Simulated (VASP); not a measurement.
Write the native input for VASP 6.6.1 that does the following.

```yaml
Task: single point
Functional: PBE
Potentials_or_basis: VASP PAW PBE potentials, release 64 (Ti_sv, O)
Cutoff: 520 eV
k_mesh: 6 × 6 × 6
Occupations: fermi-dirac, width 0.02 eV
Spin: no spin polarisation
Dipole_correction: no
Further_INCAR_settings: ALGO = Normal; EDIFF = 1e-06; NBANDS = 33
```

The structure of TiO2 lies in POSCAR:

```
TiO2
1.0
    3.3885465793      0.0000000000      0.0000000000
    0.0000000000      3.3885465793      0.0000000000
    0.0000000000      0.0000000000      5.3415777825
Ti O
2 4
Direct
    0.5000000000      0.5000000000      0.5000000000
    0.0000000000      0.0000000000      0.0000000000
    0.0000000000      0.5000000000      0.6568216089
    0.5000000000      0.0000000000      0.8431783911
    0.5000000000      0.0000000000      0.3431783911
    0.0000000000      0.5000000000      0.1568216089
```

One way to write it, as run:

INCAR

```
SYSTEM = TiO2
ALGO = Normal
EDIFF = 1E-6
ENCUT = 520
GGA = PE
ISIF = 2
ISMEAR = -1
LASPH = .True.
LCHARG = .True.
LELF = .True.
LREAL = .False.
LVHAR = .True.
LWAVE = .False.
NBANDS = 33
NELM = 60
PREC = Accurate
SIGMA = 0.02
```

KPOINTS

```
k-points
0
Gamma
  6 6 6
  0 0 0
```

Potentials or basis: VASP PAW PBE potentials, release 64 (Ti_sv, O).

The run is started by

```sh
$ cat potpaw_PBE.64/Ti_sv/POTCAR potpaw_PBE.64/O/POTCAR > POTCAR
$ mpirun -np 1 vasp_std > vasp.out
```

Results of the run:

```yaml
Pressure: 0.8 GPa
Largest_force: 0.064 eV/Å
Band_gap_on_the_k_mesh: 2.55 eV (least direct gap 2.57 eV)
```

It used 38 s of CPU time on 1 thread of Intel(R) Xeon(R) 6975P-C (Granite Rapids), with other jobs on the host.
